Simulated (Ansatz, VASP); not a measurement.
## One calculation of EuS, two programs

The input POSCAR:

```
EuS
1.0
    2.9785018700      2.9785018700      5.9570037400
    2.9785018700     -2.9785018700      0.0000000000
    2.9785018700      2.9785018700      0.0000000000
Eu S
2 2
Direct
    0.5000000000      0.0000000000      0.5000000000
    0.0000000000      0.5000000000      0.5000000000
    0.0000000000      0.0000000000      0.0000000000
    0.5000000000      0.5000000000      0.0000000000
```

INCAR.step1

```
SYSTEM = EuS
  ALGO = Normal
  EDIFF = 1E-5
  ENCUT = 800
  GGA = PE
  GGA_COMPAT = .False.
  ISMEAR = 0
  ISPIN = 2
  KPAR = 4
  LASPH = .True.
  LCHARG = .False.
  LDAU = .True.
  LDAUJ = 0 0
  LDAUL = 3 -1
  LDAUTYPE = 2
  LDAUU = 4 0
  LMAXMIX = 6
  LREAL = .False.
  LWAVE = .True.
  MAGMOM = 7 -7 0 0
  NBANDS = 35
  NELM = 200
  PREC = Accurate
  SIGMA = 0.05
```

File INCAR.step2:

```
SYSTEM = EuS
  ALGO = Normal
  EDIFF = 1E-6
  ENCUT = 800
  GGA_COMPAT = .False.
  ISIF = 2
  ISMEAR = 0
  ISPIN = 2
  ISTART = 1
  KPAR = 4
  LASPH = .True.
  LCHARG = .True.
  LDAU = .True.
  LDAUJ = 0 0
  LDAUL = 3 -1
  LDAUPRINT = 1
  LDAUTYPE = 2
  LDAUU = 4 0
  LMAXMIX = 6
  LMIXTAU = .True.
  LORBIT = 11
  LREAL = .False.
  LVHAR = .True.
  LWAVE = .False.
  MAGMOM = 7 -7 0 0
  METAGGA = R2SCAN
  NBANDS = 35
  NELM = 200
  PREC = Accurate
  SIGMA = 0.05
```

Contents of KPOINTS:

```
k-points
0
Gamma
  6 6 6
  0 0 0
```

File input.yaml:

```yaml
crystal:
  lattice:
    - [2.97850187, 2.97850187, 5.95700374]
    - [2.97850187, -2.97850187, 0.0]
    - [2.97850187, 2.97850187, 0.0]
  atoms:
    - { symbol: Eu, position: [0.5, 0.0, 0.5], spin: 7.0 }
    - { symbol: Eu, position: [0.0, 0.5, 0.5], spin: -7.0 }
    - { symbol: S, position: [0.0, 0.0, 0.0] }
    - { symbol: S, position: [0.5, 0.5, 0.0] }
hamiltonian:
  xc: r2scan
  pseudopotentials: { kind: paw }
  hubbard: { sites: [{ species: Eu, l: f, u_eff: 4.0 }] }
magnetization:
  spin_polarized: true
kpoints:
  mp_grid: { grid: [6, 6, 6] }
scf:
  occupations: { method: gaussian, width: 0.05 }
output:
  forces: true
  stress: true
  eigenvalues: true
```

Alike in both runs: task single point; functional r2SCAN; k mesh 6 × 6 × 6; occupations gaussian, width 0.05 eV; collinear spin; Hubbard terms Eu f U = 4.0 eV.

|  | VASP | Ansatz |
| --- | --- | --- |
| version | VASP 6.6.1 | Ansatz 0.2.0 |
| potentials or method | VASP PAW PBE potentials, release 64 (Eu, S) | Ansatz PAW |
| plane-wave cutoff (eV) | 800 | 500 |
| valence electrons in the cell | 46 | 46 |

VASP gave:

```
gap on the k mesh at the Fermi level (eV)                     : 0.49
least direct gap on the mesh (eV)                             : 0.49
pressure (GPa)                                                : 0.3
traceless stress, the component that is largest in VASP (GPa) : 0.08
net moment per atom (μB)                                      : 0.00
size of the moment on the site where the two differ most (μB) : 6.61
```

Question: Which values does Ansatz return?

Answer: gap on the k mesh at the Fermi level (eV): 0.92; least direct gap on the mesh (eV): 0.92; pressure (GPa): 0.2; traceless stress, the component that is largest in VASP (GPa): 0.07; net moment per atom (μB): 0.00; size of the moment on the site where the two differ most (μB): 6.88.

VASP's potentials were made for PBE, not for r2SCAN. Site moments also hang on the region over which each program counts them. The programs project onto different local orbitals, so the same U acts differently, and such runs can settle in different states.

Neither program's run includes spin-orbit coupling. Noted on Ansatz's run: the magnetic or orbital state may not be the lowest.
